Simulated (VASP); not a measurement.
# Y2WC3 (P6/mmm) in VASP: further runs, part 2 of 2

VASP 6.6.1. Earlier steps stand in the parts before.

## Step 3: Relaxation of cell and atoms, PBE

This run uses another cell than the first one, of 16.39 Å³/atom.

File INCAR:

```
SYSTEM = Y2WC3
PREC     = Accurate       ! precision mode
ENCUT    = 600            ! plane-wave cutoff, eV
EDIFF    = 1E-6           ! SCF threshold, eV
ISMEAR   = 0              ! smearing method
SIGMA    = 0.1            ! smearing width, eV
LREAL    = .False.        ! projectors in reciprocal space
LASPH    = .True.         ! aspherical terms in the spheres
NELM     = 100            ! most SCF steps
ALGO     = Normal         ! electronic algorithm
ISIF     = 3              ! what is computed and relaxed
LWAVE    = .False.        ! write WAVECAR
LCHARG   = .False.        ! write CHGCAR
GGA      = PE             ! functional
IBRION   = 2              ! ionic algorithm
NSW      = 90             ! ionic steps
EDIFFG   = -0.04          ! ionic threshold
```

File KPOINTS:

```
Automatic mesh
0
Gamma
  6 6 6
  0 0 0
```

File POSCAR:

```
Y2WC3
1.0
    5.6739744341      0.0000000000      0.0000000000
   -2.8369872170      4.9138060003      0.0000000000
    0.0000000000      0.0000000000      3.5279639486
Y W C
2 1 3
Direct
    0.6666666667      0.3333333333      0.0000000000
    0.3333333333      0.6666666667      0.0000000000
    0.0000000000      0.0000000000      0.0000000000
    0.5000000000      0.0000000000      0.5000000000
    0.5000000000      0.5000000000      0.5000000000
    0.0000000000      0.5000000000      0.5000000000
```

Potentials or basis: VASP PAW PBE potentials, release 64 (Y_sv, W_sv, C).

The run is started by

```sh
> cat potpaw_PBE.64/Y_sv/POTCAR potpaw_PBE.64/W_sv/POTCAR potpaw_PBE.64/C/POTCAR > POTCAR
> mpirun -np 1 vasp_std > vasp.out
```

OUTCAR:

```text
SYSTEM = Y2WC3
   PREC = Accurate
   ENCUT = 600
   EDIFF = 1E-6
   ISMEAR = 0
   LREAL = .False.
   LASPH = .True.
   NELM = 100
   ISIF = 3
   GGA = PE
   IBRION = 2
   NSW = 90
   EDIFFG = -0.04

 ion  position               nearest neighbor table
   1  0.667  0.333  0.000-   4 2.41   4 2.41   6 2.41   6 2.41   5 2.41   5 2.41   2 3.28   3 3.28
                             2 3.28   3 3.28   3 3.28   2 3.28
   2  0.333  0.667  0.000-   4 2.41   4 2.41   6 2.41   6 2.41   5 2.41   5 2.41   1 3.28   3 3.28
                             1 3.28   3 3.28   3 3.28   1 3.28
   3  0.000  0.000  0.000-   1 3.28   2 3.28   2 3.28   1 3.28   1 3.28   2 3.28
   4  0.500  0.000  0.500-   1 2.41   2 2.41   1 2.41   2 2.41
   5  0.500  0.500  0.500-   1 2.41   2 2.41   1 2.41   2 2.41
   6  0.000  0.500  0.500-   1 2.41   2 2.41   1 2.41   2 2.41

  LATTYP: Found a hexagonal cell.
 ALAT       =     5.6739744341
 C/A-ratio  =     0.6217800220

  Lattice vectors:

 A1 = (   5.6739744341,   0.0000000000,   0.0000000000)
 A2 = (  -2.8369872170,   4.9138060003,   0.0000000000)
 A3 = (   0.0000000000,   0.0000000000,   3.5279639486)

Analysis of symmetry for initial positions (statically):
=====================================================================
 Subroutine PRICEL returns:
 Original cell was already a primitive cell.

 Routine SETGRP: Setting up the symmetry group for a
 hexagonal supercell.

 Subroutine GETGRP returns: Found 24 space group operations
 (whereof 24 operations were pure point group operations)
 out of a pool of 24 trial point group operations.

The static configuration has the point symmetry D_6h.

Analysis of symmetry for dynamics (positions and initial velocities):
=====================================================================
 Subroutine PRICEL returns:
 Original cell was already a primitive cell.

 Routine SETGRP: Setting up the symmetry group for a
 hexagonal supercell.

 Subroutine GETGRP returns: Found 24 space group operations
 (whereof 24 operations were pure point group operations)
 out of a pool of 24 trial point group operations.

The dynamic configuration has the point symmetry D_6h.

 Subroutine INISYM returns: Found 24 space group operations
 (whereof 24 operations are pure point group operations),
 and found     1 'primitive' translations

----------------------------------------------------------------------------------------

                                     Primitive cell

  volume of cell :      98.3625

  direct lattice vectors                    reciprocal lattice vectors
     5.673974434  0.000000000  0.000000000     0.176243304  0.101754119  0.000000000
    -2.836987217  4.913806000  0.000000000     0.000000000  0.203508238  0.000000000
     0.000000000  0.000000000  3.527963949     0.000000000  0.000000000  0.283449608

  length of vectors
     5.673974434  5.673974434  3.527963949     0.203508238  0.203508238  0.283449608

  position of ions in fractional coordinates (direct lattice)
[... 125 lines left out ...]
   NGX = 23   NGY = 23   NGZ = 15

--------------------------------------- Ionic step        1  -------------------------------------------

 number of electron      48.0000001 magnetization

 Free energy of the ion-electron system (eV)
  ---------------------------------------------------
  ext. energy  EPLUGINS =         0.00000000
  ---------------------------------------------------
  free energy    TOTEN  =       -42.43219012 eV

  energy without entropy =      -42.38838832  energy(sigma->0) =      -42.41028922

------------------------ aborting loop because EDIFF is reached ----------------------------------------

  FORCE on cell =-STRESS in cart. coord.  units (eV):
  Direction    XX          YY          ZZ          XY          YZ          ZX
  --------------------------------------------------------------------------------------
  -------------------------------------------------------------------------------------
  Total       -0.0176673     -0.0176673     -0.4206472     -0.0000000     -0.0000000      0.0000000
  in kB       -0.2877742     -0.2877742     -6.8517121     -0.0000000     -0.0000000      0.0000000
  external PRESSURE =      -2.4757535 kB  Pullay stress =       0.0000000 kB

 VOLUME and BASIS-vectors are now :
 -----------------------------------------------------------------------------
  energy-cutoff  :      600.00
  volume of cell :       98.36
      direct lattice vectors                 reciprocal lattice vectors
     5.673974434  0.000000000  0.000000000     0.176243304  0.101754119  0.000000000
    -2.836987217  4.913806000  0.000000000     0.000000000  0.203508238  0.000000000
     0.000000000  0.000000000  3.527963949     0.000000000  0.000000000  0.283449608

 POSITION                                       TOTAL-FORCE (eV/Angst)
 -----------------------------------------------------------------------------------
      2.83699      1.63794      0.00000        -0.000000     -0.000000      0.000000
     -0.00000      3.27587      0.00000         0.000000      0.000000      0.000000
      0.00000      0.00000      0.00000        -0.000000     -0.000000      0.000000
      2.83699      0.00000      1.76398        -0.000000     -0.000000      0.000000
      1.41849      2.45690      1.76398        -0.000000     -0.000000      0.000000
     -1.41849      2.45690      1.76398        -0.000000     -0.000000      0.000000
 -----------------------------------------------------------------------------------
    total drift:                               -0.000000      0.000000      0.000000

  FREE ENERGIE OF THE ION-ELECTRON SYSTEM (eV)
  ---------------------------------------------------
  free  energy   TOTEN  =       -42.4321901194 eV

  energy  without entropy=      -42.3883883231  energy(sigma->0) =      -42.41028922

--------------------------------------- Ionic step        2  -------------------------------------------

 number of electron      48.0000001 magnetization

 Free energy of the ion-electron system (eV)
  ---------------------------------------------------
  ext. energy  EPLUGINS =         0.00000000
  ---------------------------------------------------
  free energy    TOTEN  =       -42.43280182 eV

  energy without entropy =      -42.38897554  energy(sigma->0) =      -42.41088868

 E-fermi :   4.1713     XC(G=0): -11.0273

 val. band max:        4.1609302689   @ k =   0.1667   0.0000   0.0000
 cond. band min:       4.1951417425   @ k =   0.1667   0.0000   0.3333
 fundamental gap:      0.0342114736
 Fermi energy:         4.1712723034

 k-point     1 :       0.0000    0.0000    0.0000
  band No.  band energies     occupation
      1     -70.4280      2.00000
      2     -35.9656      2.00000
      3     -35.8501      2.00000
      4     -34.5635      2.00000
      5     -34.4878      2.00000
      6     -34.4878      2.00000
[... 733 lines left out ...]
     27       5.0116      0.00000
     28       5.9836      0.00000

 [... further k-points ...]
[... 5 lines left out ...]
  --------------------------------------------------------------------------------------
  -------------------------------------------------------------------------------------
  Total        0.1856788      0.1856788      0.0742799      0.0000000     -0.0000000      0.0000000
  in kB        3.0355558      3.0355558      1.2143594      0.0000000     -0.0000000      0.0000000
  external PRESSURE =       2.4284903 kB  Pullay stress =       0.0000000 kB

 VOLUME and BASIS-vectors are now :
 -----------------------------------------------------------------------------
  energy-cutoff  :      600.00
  volume of cell :       98.00
      direct lattice vectors                 reciprocal lattice vectors
     5.673168428 -0.000000000  0.000000000     0.176268343  0.101768575  0.000000000
    -2.836584214  4.913107979 -0.000000000     0.000000000  0.203537151  0.000000000
     0.000000000 -0.000000000  3.516031705     0.000000000  0.000000000  0.284411542

 POSITION                                       TOTAL-FORCE (eV/Angst)
 -----------------------------------------------------------------------------------
      2.83658      1.63770     -0.00000         0.000000     -0.000000     -0.000000
     -0.00000      3.27541     -0.00000        -0.000000      0.000000      0.000000
      2.83658      4.91311     -0.00000        -0.000000      0.000000      0.000000
      0.00000      4.91311      1.75802        -0.000000      0.000000      0.000000
      1.41829      2.45655      1.75802        -0.000000      0.000000      0.000000
      4.25488      2.45655      1.75802        -0.000000      0.000000      0.000000
 -----------------------------------------------------------------------------------
    total drift:                               -0.000000      0.000000      0.000000

  FREE ENERGIE OF THE ION-ELECTRON SYSTEM (eV)
  ---------------------------------------------------
  free  energy   TOTEN  =       -42.4328018210 eV

  energy  without entropy=      -42.3889755350  energy(sigma->0) =      -42.41088868

 reached required accuracy - stopping structural energy minimisation
```

It took 3.2 min on 1 thread of Intel Xeon Platinum 8259CL at 2.50GHz (Skylake/Cascade Lake), shared host; peak memory 0.32 GiB.

What came out:

| Property | Result |
| --- | --- |
| Free energy | -42.4328 eV |
| Relaxed volume | 16.33 Å³/atom |
| Relaxed cell | a = 5.673 Å, b = 5.673 Å, c = 3.516 Å, α = 90.00°, β = 90.00°, γ = 120.00° |
| Space group after relaxing (to 0.1 Å) | P6/mmm (No. 191) |
| Energy gained by relaxing | 0.1 meV/atom |
| Ionic steps | 2 |
| Pressure after relaxing | 0.2 GPa |
| Band gap on the k mesh | zero (bands 24 and 25 overlap by 0.95 eV) |

The path:
| step | energy change (eV) | largest force (eV/Å) | pressure (GPa) | volume (Å³) |
| --- | --- | --- | --- | --- |
| 1 | 0.0000 | 0.0000 | -0.25 | 98.36 |
| 2 | -0.0006 | 0.0000 | 0.24 | 98.00 |

Final structure:
```
Y W C
1.0
     5.67317    0.00000    0.00000
    -2.83658    4.91311    0.00000
     0.00000    0.00000    3.51603
Y W C
2 1 3
Direct
  0.66667 0.33333 0.00000
  0.33333 0.66667 0.00000
  0.00000 0.00000 0.00000
  0.50000 0.00000 0.50000
  0.50000 0.50000 0.50000
  0.00000 0.50000 0.50000
```

Caveat: spin-orbit coupling is left out, which moves the levels of the heavy elements.

The gap in the log of VASP goes by the Fermi energy; the results here count the filled bands.